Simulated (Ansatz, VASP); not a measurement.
# One calculation of SnGe5Te6, two programs

Contents of INCAR:

```
SYSTEM = SnGe5Te6
ALGO = Normal
EDIFF = 1E-6
ENCUT = 520
GGA = PE
ISIF = 2
ISMEAR = 0
LASPH = .True.
LCHARG = .True.
LELF = .True.
LREAL = .False.
LVHAR = .True.
LWAVE = .False.
NBANDS = 72
NELM = 100
PREC = Accurate
SIGMA = 0.1
```

Contents of KPOINTS:

```
k-points
0
Gamma
  4 4 1
  0 0 0
```

Contents of POSCAR:

```
SnGe5Te6
1.0
    3.9026154376     -2.1333168893      0.0000000000
    3.9026154376      2.1333168893      0.0000000000
   -0.7512629985      0.0000000000     21.0709066512
Sn Ge Te
1 5 6
Direct
    0.9923172624      0.9923172624      0.5025012445
    0.3085794514      0.3085794514      0.8391774284
    0.6465893398      0.6465893398      0.6761523454
    0.3127546732      0.3127546732      0.3287991613
    0.6413221621      0.6413221621      0.1657385155
    0.9742530043      0.9742530043      0.0024854292
    0.0222240035      0.0222240035      0.7522300674
    0.3562478276      0.3562478276      0.5897160694
    0.6901047747      0.6901047747      0.4054351104
    0.0220803214      0.0220803214      0.2428315755
    0.3538532904      0.3538532904      0.0792259552
    0.6875416042      0.6875416042      0.9157070976
```

Input for Ansatz:

```yaml
crystal:
  lattice:
    - [3.9026154376, -2.1333168893, 0.0]
    - [3.9026154376, 2.1333168893, 0.0]
    - [-0.7512629985, 0.0, 21.0709066512]
  atoms:
    - { symbol: Sn, position: [0.9923172624, 0.9923172624, 0.5025012445] }
    - { symbol: Ge, position: [0.3085794514, 0.3085794514, 0.8391774284] }
    - { symbol: Ge, position: [0.6465893398, 0.6465893398, 0.6761523454] }
    - { symbol: Ge, position: [0.3127546732, 0.3127546732, 0.3287991613] }
    - { symbol: Ge, position: [0.6413221621, 0.6413221621, 0.1657385155] }
    - { symbol: Ge, position: [0.9742530043, 0.9742530043, 0.0024854292] }
    - { symbol: Te, position: [0.0222240035, 0.0222240035, 0.7522300674] }
    - { symbol: Te, position: [0.3562478276, 0.3562478276, 0.5897160694] }
    - { symbol: Te, position: [0.6901047747, 0.6901047747, 0.4054351104] }
    - { symbol: Te, position: [0.0220803214, 0.0220803214, 0.2428315755] }
    - { symbol: Te, position: [0.3538532904, 0.3538532904, 0.0792259552] }
    - { symbol: Te, position: [0.6875416042, 0.6875416042, 0.9157070976] }
basis:
  ecutwfc: 420
kpoints:
  mp_grid: { grid: [4, 4, 1] }
hamiltonian:
  xc: pbe
scf:
  occupations: { method: gaussian, width: 0.1 }
  lower_state_search: "off"
output:
  forces: true
  stress: true
  eigenvalues: true
```

Change from the starting cell: the structure that the rattled cell fell into.

Alike in both runs: task single point; functional PBE; k mesh 4 × 4 × 1; occupations gaussian, width 0.1 eV; no spin polarisation.

|  | VASP | Ansatz |
| --- | --- | --- |
| version | VASP 6.6.1 | Ansatz 0.2.0 |
| potentials or method | VASP PAW PBE potentials, release 64 (Sn_d, Ge_d, Te), cutoff 520 eV | scalar-relativistic, plane waves, PAW |
| valence electrons in the cell | 120 | 180 |

VASP gave:

- gap on the k mesh at the Fermi level (eV): 0.57
- least direct gap on the mesh (eV): 0.57
- pressure (GPa): -0.1
- traceless stress, the component that is largest in VASP (GPa): 0.16
- rms of the force components (eV/Å): 0.057

Estimate Ansatz's values.

gap on the k mesh at the Fermi level (eV): 0.58; least direct gap on the mesh (eV): 0.58; pressure (GPa): -0.1; traceless stress, the component that is largest in VASP (GPa): 0.15; rms of the force components (eV/Å): 0.061.

Atom by atom the forces differ by 0.005 eV/Å (rms over components). VASP's potentials hold 120 valence electrons a cell and Ansatz's 180, so a difference there can come from the potentials and not from the codes.

Neither program's run includes spin-orbit coupling.
